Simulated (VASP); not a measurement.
# AlRu (Pm-3m) in VASP: further runs

AlRu is run at these levels: PBE; tasks: single point, relaxation of cell and atoms.

Everything below comes from runs of VASP 6.6.1. Logs are shortened: lines on timing, memory, paths and dates and some standing lists are left out, and cuts for length are marked.

**1. The cell of the first run**

Symmetry: Pm-3m, No. 221, cubic system. Conventional cell: a = 3.004 Å, b = 3.004 Å, c = 3.004 Å, α = 90.00°, β = 90.00°, γ = 90.00°. Al (site symmetry m-3m) has 8 Ru at 2.60 Å and 6 Al at 3.00 Å within 3.4 Å. Within 3.4 Å of Ru (site symmetry m-3m) lie 8 Al at 2.60 Å and 6 Ru at 3.00 Å.

**2. Single point, PBE**

File INCAR:

```
SYSTEM = AlRu
ALGO = Normal
EDIFF = 1E-6
ENCUT = 520
GGA = PE
ISIF = 2
ISMEAR = 0
LASPH = .True.
LCHARG = .False.
LREAL = .False.
LWAVE = .False.
NBANDS = 16
NELM = 100
PREC = Accurate
SIGMA = 0.1
```

File KPOINTS:

```
k-points
0
Gamma
  6 6 6
  0 0 0
```

File POSCAR:

```
AlRu
1.0
    3.0041474085      0.0000000000      0.0000000000
    0.0000000000      3.0041474085      0.0000000000
    0.0000000000      0.0000000000      3.0041474085
Al Ru
1 1
Direct
    0.0000000000      0.0000000000      0.0000000000
    0.5000000000      0.5000000000      0.5000000000
```

Potentials or basis: VASP PAW PBE potentials, release 64 (Al, Ru_pv).

On the command line:

```console
> cat potpaw_PBE.64/Al/POTCAR potpaw_PBE.64/Ru_pv/POTCAR > POTCAR
> mpirun -np 1 vasp_std > vasp.out
```

OUTCAR:

```text
SYSTEM = AlRu
   EDIFF = 1E-6
   ENCUT = 520
   GGA = PE
   ISIF = 2
   ISMEAR = 0
   LASPH = .True.
   LREAL = .False.
   NELM = 100
   PREC = Accurate

 ion  position               nearest neighbor table
   1  0.000  0.000  0.000-   2 2.60   2 2.60   2 2.60   2 2.60   2 2.60   2 2.60   2 2.60   2 2.60

   2  0.500  0.500  0.500-   1 2.60   1 2.60   1 2.60   1 2.60   1 2.60   1 2.60   1 2.60   1 2.60

  LATTYP: Found a simple cubic cell.
 ALAT       =     3.0041474085

  Lattice vectors:

 A1 = (   3.0041474085,   0.0000000000,   0.0000000000)
 A2 = (   0.0000000000,   3.0041474085,   0.0000000000)
 A3 = (   0.0000000000,   0.0000000000,   3.0041474085)

Analysis of symmetry for initial positions (statically):
=====================================================================
 Subroutine PRICEL returns:
 Original cell was already a primitive cell.

 Routine SETGRP: Setting up the symmetry group for a
 simple cubic supercell.

 Subroutine GETGRP returns: Found 48 space group operations
 (whereof 48 operations were pure point group operations)
 out of a pool of 48 trial point group operations.

The static configuration has the point symmetry O_h .

Analysis of symmetry for dynamics (positions and initial velocities):
=====================================================================
 Subroutine PRICEL returns:
 Original cell was already a primitive cell.

 Routine SETGRP: Setting up the symmetry group for a
 simple cubic supercell.

 Subroutine GETGRP returns: Found 48 space group operations
 (whereof 48 operations were pure point group operations)
 out of a pool of 48 trial point group operations.

The dynamic configuration has the point symmetry O_h .

 Subroutine INISYM returns: Found 48 space group operations
 (whereof 48 operations are pure point group operations),
 and found     1 'primitive' translations

----------------------------------------------------------------------------------------

                                     Primitive cell

  volume of cell :      27.1121

  direct lattice vectors                    reciprocal lattice vectors
     3.004147409  0.000000000  0.000000000     0.332873146  0.000000000  0.000000000
     0.000000000  3.004147409  0.000000000     0.000000000  0.332873146  0.000000000
     0.000000000  0.000000000  3.004147409     0.000000000  0.000000000  0.332873146

  length of vectors
     3.004147409  3.004147409  3.004147409     0.332873146  0.332873146  0.332873146

  position of ions in fractional coordinates (direct lattice)
     0.000000000  0.000000000  0.000000000
     0.500000000  0.500000000  0.500000000

  ion indices of the primitive-cell ions
   primitive index   ion index
                 1           1
                 2           2

----------------------------------------------------------------------------------------

 KPOINTS: k-points

Automatic generation of k-mesh.
 Grid dimensions read from file:
 generate k-points for:    6    6    6

 Generating k-lattice:

  Cartesian coordinates                     Fractional coordinates (reciprocal lattice)
     0.055478858  0.000000000  0.000000000     0.166666667  0.000000000  0.000000000
     0.000000000  0.055478858  0.000000000     0.000000000  0.166666667  0.000000000
     0.000000000  0.000000000  0.055478858     0.000000000  0.000000000  0.166666667

  Length of vectors
     0.055478858  0.055478858  0.055478858

  Shift w.r.t. Gamma in fractional coordinates (k-lattice)
     0.000000000  0.000000000  0.000000000

 Subroutine IBZKPT returns following result:
 ===========================================

 Found     20 irreducible k-points:

 Following reciprocal coordinates:
            Coordinates               Weight
  0.000000  0.000000  0.000000      1.000000
  0.166667  0.000000  0.000000      6.000000
  0.333333  0.000000  0.000000      6.000000
  0.500000  0.000000  0.000000      3.000000
  0.166667  0.166667  0.000000     12.000000
  0.333333  0.166667  0.000000     24.000000
[... 12 lines left out ...]
  0.500000  0.500000  0.333333      6.000000
  0.500000  0.500000  0.500000      1.000000
   k-points           NKPTS =     20   k-points in BZ     NKDIM =     20   number of bands    NBANDS=     16
   number of dos      NEDOS =    301   number of ions     NIONS =      2
   total plane-waves  NPLWV =  13824
   dimension x,y,z NGX =    24 NGY =   24 NGZ =   24
   dimension x,y,z NGXF=    48 NGYF=   48 NGZF=   48
   ions per type =               1   1
   NGX,Y,Z   is equivalent  to a cutoff of  13.28, 13.28, 13.28 a.u.
   NGXF,Y,Z  is equivalent  to a cutoff of  26.56, 26.56, 26.56 a.u.
 SYSTEM =  AlRu
   PREC   = accura    normal or accurate (medium, high low for compatibility)
   ISTART =      0    job   : 0-new  1-cont  2-samecut
   ICHARG =      2    charge: 1-file 2-atom 10-const
   ISPIN  =      1    spin polarized calculation?
   LNONCOLLINEAR =      F non collinear calculations
   LSORBIT =      F    spin-orbit coupling
   LASPH  =      T    aspherical Exc in radial PAW
   ENCUT  =  520.0 eV  38.22 Ry    6.18 a.u.   5.59  5.59  5.59*2*pi/ulx,y,z
   NELM   =    100;   NELMIN=  2; NELMDL= -5     # of ELM steps
   EDIFF  = 0.1E-05   stopping-criterion for ELM
   LREAL  =      F    real-space projection
   EDIFFG = 0.1E-04   stopping-criterion for IOM
   NSW    =      0    number of steps for IOM
   IBRION =     -1    ionic relax: 0-MD 1-quasi-New 2-CG
   NFREE  =      0    steps in history (QN), initial steepest desc. (CG)
   ISIF   =      2    stress and relaxation
   ISYM   =      2    0-nonsym 1-usesym 2-fastsym
   POTIM  = 0.5000    time-step for ionic-motion
   TEBEG  =    0.0;   TEEND  =   0.0 temperature during run
   PSTRESS=    0.0 pullay stress
   NELECT =      17.0000    total number of electrons
   NUPDOWN=      -1.0000    fix difference up-down
   EMIN   =  10.00;   EMAX   =-10.00  energy-range for DOS
   EFERMI =   0.00;   METHOD = LEGACY
   ISMEAR =     0;   SIGMA  =   0.10  broadening in eV -4-tet -1-fermi 0-gaus
   EFERMI_NEDOS =   21; number of points for ismear=-14 and -15
   IALGO  =     38    algorithm
   IMIX   =      4    mixing-type and parameters
     AMIX     =   0.40;   BMIX     =  1.00
     AMIX_MAG =   1.60;   BMIX_MAG =  1.00
  volume/ion in A,a.u.               =      13.56        91.48
  Fermi-wavevector in a.u.,A,eV,Ry     =   1.401210  2.647903 26.713536  1.963390
  Thomas-Fermi vector in A             =   2.524094
   LORBIT       =      0    0 simple, 1 ext, 2 COOP (PROOUT), +10 PAW based schemes
   GGA     = PE    functional components
   LHFCALC =     F    Hartree Fock is set to
   AEXX    =    0.0000 exact exchange contribution
   IVDW    =     0    specifies the selected vdW correction
   LEPSILON=     F    determine dielectric tensor
   LRPA    =     F    only Hartree local field effects (RPA)
 non-spin polarized calculation
 Gauss-broadening in eV      SIGMA  =   0.10
  energy-cutoff  :      520.00
  volume of cell :       27.11
 maximum number of plane-waves:       740
 NGX is ok and might be reduce to    24
   NGX = 11   NGY = 11   NGZ = 11

 number of electron      16.9999996 magnetization

 Free energy of the ion-electron system (eV)
  ---------------------------------------------------
  ext. energy  EPLUGINS =         0.00000000
  ---------------------------------------------------
  free energy    TOTEN  =       -14.26106282 eV

  energy without entropy =      -14.24776910  energy(sigma->0) =      -14.25441596

 E-fermi :  10.4150     XC(G=0): -12.5042

 val. band max:       10.4116315292   @ k =   0.3333   0.1667   0.0000
 cond. band min:      10.4874613518   @ k =   0.5000   0.1667   0.0000
 fundamental gap:      0.0758298226
 Fermi energy:        10.4149572109

 k-point     1 :       0.0000    0.0000    0.0000
  band No.  band energies     occupation
      1     -31.2341      2.00000
      2     -31.2341      2.00000
      3     -31.2341      2.00000
      4       0.9371      2.00000
      5       7.0493      2.00000
      6       7.0493      2.00000
[... 8 lines left out ...]
     15      22.6245      0.00000
     16      25.4091      0.00000

 k-point     2 :       0.1667    0.0000    0.0000
  band No.  band energies     occupation
      1     -31.2843      2.00000
      2     -31.2299      2.00000
      3     -31.2299      2.00000
      4       1.4566      2.00000
      5       7.1712      2.00000
      6       7.2253      2.00000
[... 8 lines left out ...]
     15      22.7095      0.00000
     16      27.1706      0.00000

 k-point     3 :       0.3333    0.0000    0.0000
  band No.  band energies     occupation
      1     -31.3838      2.00000
      2     -31.2214      2.00000
      3     -31.2214      2.00000
      4       2.8952      2.00000
      5       6.7274      2.00000
      6       7.6161      2.00000
[... 8 lines left out ...]
     15      23.5349      0.00000
     16      25.3516      0.00000

 k-point     4 :       0.5000    0.0000    0.0000
  band No.  band energies     occupation
      1     -31.4329      2.00000
      2     -31.2172      2.00000
      3     -31.2172      2.00000
      4       4.7680      2.00000
      5       5.0716      2.00000
      6       7.8363      2.00000
[... 8 lines left out ...]
     15      23.1027      0.00000
     16      23.1027      0.00000
[... 248 lines left out ...]
 k-point    18 :       0.5000    0.3333    0.3333
  band No.  band energies     occupation
      1     -31.3972      2.00000
      2     -31.3462      2.00000
      3     -31.3442      2.00000
      4       5.4164      2.00000
      5       6.5462      2.00000
      6       6.6390      2.00000
[... 8 lines left out ...]
     15      21.5907      0.00000
     16      22.6256      0.00000

 k-point    19 :       0.5000    0.5000    0.3333
  band No.  band energies     occupation
      1     -31.3916      2.00000
      2     -31.3916      2.00000
      3     -31.3401      2.00000
      4       5.5359      2.00000
      5       6.3824      2.00000
      6       6.3824      2.00000
[... 8 lines left out ...]
     15      20.3746      0.00000
     16      22.6229      0.00000

 k-point    20 :       0.5000    0.5000    0.5000
  band No.  band energies     occupation
      1     -31.3862      2.00000
      2     -31.3862      2.00000
      3     -31.3862      2.00000
      4       5.9721      2.00000
      5       5.9721      2.00000
      6       5.9721      2.00000
[... 8 lines left out ...]
     15      18.9442      0.00000
     16      22.2749      0.00000

------------------------ aborting loop because EDIFF is reached ----------------------------------------

  FORCE on cell =-STRESS in cart. coord.  units (eV):
  Direction    XX          YY          ZZ          XY          YZ          ZX
  --------------------------------------------------------------------------------------
  -------------------------------------------------------------------------------------
  Total       -0.0299631     -0.0299631     -0.0299631      0.0000000      0.0000000      0.0000000
  in kB       -1.7706510     -1.7706510     -1.7706510      0.0000000      0.0000000      0.0000000
  external PRESSURE =      -1.7706510 kB  Pullay stress =       0.0000000 kB

 VOLUME and BASIS-vectors are now :
 -----------------------------------------------------------------------------
  energy-cutoff  :      520.00
  volume of cell :       27.11
      direct lattice vectors                 reciprocal lattice vectors
     3.004147409  0.000000000  0.000000000     0.332873146  0.000000000  0.000000000
     0.000000000  3.004147409  0.000000000     0.000000000  0.332873146  0.000000000
     0.000000000  0.000000000  3.004147409     0.000000000  0.000000000  0.332873146

 POSITION                                       TOTAL-FORCE (eV/Angst)
 -----------------------------------------------------------------------------------
      0.00000      0.00000      0.00000         0.000000      0.000000      0.000000
      1.50207      1.50207      1.50207         0.000000      0.000000      0.000000
 -----------------------------------------------------------------------------------
    total drift:                                0.000000     -0.000000     -0.000000

  FREE ENERGIE OF THE ION-ELECTRON SYSTEM (eV)
  ---------------------------------------------------
  free  energy   TOTEN  =       -14.2610628193 eV

  energy  without entropy=      -14.2477691043  energy(sigma->0) =      -14.25441596
```

Wall time 7.1 s (1 thread of Intel Xeon 8259CL, shared host); peak memory 0.14 GiB.

Results:

```yaml
Free_energy: -14.2611 eV
Pressure: -0.2 GPa
Band_gap_on_the_k_mesh: zero (an odd number of electrons rules out a gap without spin polarisation)
```

Levels at points of the mesh, in eV from the Fermi level:
```
           k point  band 4  band 5  band 6  band 7  band 8  band 9  band 10  band 11  band 12  band 13
(0.00, 0.00, 0.00)   -9.48   -3.37   -3.37    0.29    0.29    0.29     6.14     6.14     6.14    11.02
(0.50, 0.00, 0.00)   -5.65   -5.34   -2.58   -1.46   -1.46    0.54     2.37     7.58    11.09    11.09
(0.50, 0.50, 0.00)   -5.85   -2.88   -1.23   -1.23   -1.03   -1.03     1.63     5.36     6.22    10.61
(0.50, 0.50, 0.50)   -4.44   -4.44   -4.44    1.72    1.72    2.61     4.24     4.24     4.24     8.53
```

**3. Single point, PBE**

INCAR is that of step 2.

File KPOINTS:

```
k-points
0
Gamma
  14 14 14
  0 0 0
```

POSCAR is that of step 2.

Potentials or basis: VASP PAW PBE potentials, release 64 (Al, Ru_pv).

On the command line:

```console
> cat potpaw_PBE.64/Al/POTCAR potpaw_PBE.64/Ru_pv/POTCAR > POTCAR
> mpirun -np 1 vasp_std > vasp.out
```

OUTCAR:

```text
SYSTEM = AlRu
   EDIFF = 1E-6
   ENCUT = 520
   GGA = PE
   ISIF = 2
   ISMEAR = 0
   LASPH = .True.
   LREAL = .False.
   NELM = 100
   PREC = Accurate

 ion  position               nearest neighbor table
   1  0.000  0.000  0.000-   2 2.60   2 2.60   2 2.60   2 2.60   2 2.60   2 2.60   2 2.60   2 2.60

   2  0.500  0.500  0.500-   1 2.60   1 2.60   1 2.60   1 2.60   1 2.60   1 2.60   1 2.60   1 2.60

  LATTYP: Found a simple cubic cell.
 ALAT       =     3.0041474085

  Lattice vectors:

 A1 = (   3.0041474085,   0.0000000000,   0.0000000000)
 A2 = (   0.0000000000,   3.0041474085,   0.0000000000)
[... 627 lines left out ...]
      5       6.6678      2.00000
      6       8.0413      2.00000
[... 8 lines left out ...]
     15      22.9617      0.00000
     16      24.7918      0.00000

 [... further k-points ...]
[... 5 lines left out ...]
  --------------------------------------------------------------------------------------
  -------------------------------------------------------------------------------------
  Total       -0.0100421     -0.0100421     -0.0100421      0.0000000      0.0000000     -0.0000000
  in kB       -0.5934309     -0.5934309     -0.5934309      0.0000000      0.0000000     -0.0000000
  external PRESSURE =      -0.5934309 kB  Pullay stress =       0.0000000 kB

 VOLUME and BASIS-vectors are now :
 -----------------------------------------------------------------------------
  energy-cutoff  :      520.00
  volume of cell :       27.11
      direct lattice vectors                 reciprocal lattice vectors
     3.004147409  0.000000000  0.000000000     0.332873146  0.000000000  0.000000000
     0.000000000  3.004147409  0.000000000     0.000000000  0.332873146  0.000000000
     0.000000000  0.000000000  3.004147409     0.000000000  0.000000000  0.332873146

 POSITION                                       TOTAL-FORCE (eV/Angst)
 -----------------------------------------------------------------------------------
      0.00000      0.00000      0.00000         0.000000      0.000000      0.000000
      1.50207      1.50207      1.50207         0.000000      0.000000      0.000000
 -----------------------------------------------------------------------------------
    total drift:                                0.000000     -0.000000     -0.000000

  FREE ENERGIE OF THE ION-ELECTRON SYSTEM (eV)
  ---------------------------------------------------
  free  energy   TOTEN  =       -14.2581571818 eV

  energy  without entropy=      -14.2483178558  energy(sigma->0) =      -14.25323752
```

It took 30 s on 1 thread of Intel Xeon 8259CL, shared host; peak memory 0.18 GiB.

What came out:

| Quantity | Value |
| --- | --- |
| Free energy | -14.2582 eV |
| Pressure | -0.1 GPa |
| Band gap on the k mesh | zero (an odd number of electrons rules out a gap without spin polarisation) |

**4. Relaxation of cell and atoms, PBE**

File INCAR:

```
SYSTEM = AlRu
PREC     = Accurate       ! precision mode
ENCUT    = 600            ! plane-wave cutoff, eV
EDIFF    = 1E-7           ! SCF threshold, eV
ISMEAR   = 0              ! smearing method
SIGMA    = 0.1            ! smearing width, eV
LREAL    = .FALSE.        ! projectors in reciprocal space
LASPH    = .TRUE.         ! aspherical terms in the spheres
NELM     = 100            ! most SCF steps
ALGO     = Normal         ! electronic algorithm
ISIF     = 3              ! what is computed and relaxed
LWAVE    = .FALSE.        ! write WAVECAR
LCHARG   = .FALSE.        ! write CHGCAR
GGA      = PE             ! functional
IBRION   = 2              ! ionic algorithm
NSW      = 100            ! ionic steps
EDIFFG   = -0.005         ! ionic threshold
```

File KPOINTS:

```
regular mesh
0
G
  14 14 14
  0 0 0
```

POSCAR is that of step 3.

On the command line:

```console
> cat potpaw_PBE.64/Al/POTCAR potpaw_PBE.64/Ru_pv/POTCAR > POTCAR
> mpirun -np 1 vasp_std > vasp.out
```

Run time: 51 s. Hardware: 1 thread of Intel Xeon 8259CL, shared host; peak memory 0.18 GiB.

Results (log left out):

| Item | Value |
| --- | --- |
| Free energy | -14.2581 eV |
| Relaxed volume | 13.55 Å³/atom |
| Relaxed cell | a = 3.004 Å, b = 3.004 Å, c = 3.004 Å, α = 90.00°, β = 90.00°, γ = 90.00° |
| Space group after relaxing (to 0.1 Å) | Pm-3m (No. 221) |
| Energy gained by relaxing | 0.0 meV/atom |
| Ionic steps | 3 |
| Pressure after relaxing | 0.0 GPa |
| Band gap on the k mesh | zero (an odd number of electrons rules out a gap without spin polarisation) |

Final structure:
```
CELL_PARAMETERS angstrom
3.00367 0.00000 0.00000
0.00000 3.00367 0.00000
0.00000 0.00000 3.00367
ATOMIC_POSITIONS crystal
Al 0.00000 0.00000 0.00000
Ru 0.50000 0.50000 0.50000
```

Levels at points of the mesh, in eV from the Fermi level:
```tsv
k point	band 5	band 6	band 7	band 8	band 9	band 10	band 11	band 12
(0.00, 0.00, 0.00)	-3.50	-3.50	0.18	0.18	0.18	6.02	6.02	6.02
(0.50, 0.00, 0.00)	-5.46	-2.71	-1.57	-1.57	0.42	2.25	7.45	10.97
(0.50, 0.50, 0.00)	-3.01	-1.36	-1.36	-1.14	-1.14	1.51	5.24	6.11
(0.50, 0.50, 0.50)	-4.56	-4.56	1.60	1.60	2.50	4.11	4.11	4.11
```

**5. Summary**

```tsv
task	cell	k mesh	cutoff (eV)	gap on the mesh (eV)	pressure (GPa)
single point	as given	6 × 6 × 6	520	none	-0.2
single point	as given	14 × 14 × 14	520	none	-0.1
relaxation of cell and atoms	relaxed	14 × 14 × 14	600	none	0.0
```

Alike in all rows: level PBE; potentials or basis VASP PAW PBE potentials, release 64 (Al, Ru_pv); no spin polarisation; smearing gaussian 0.1 eV.

Total energies depend on the potentials used, so only differences within one code and one set of settings carry meaning.
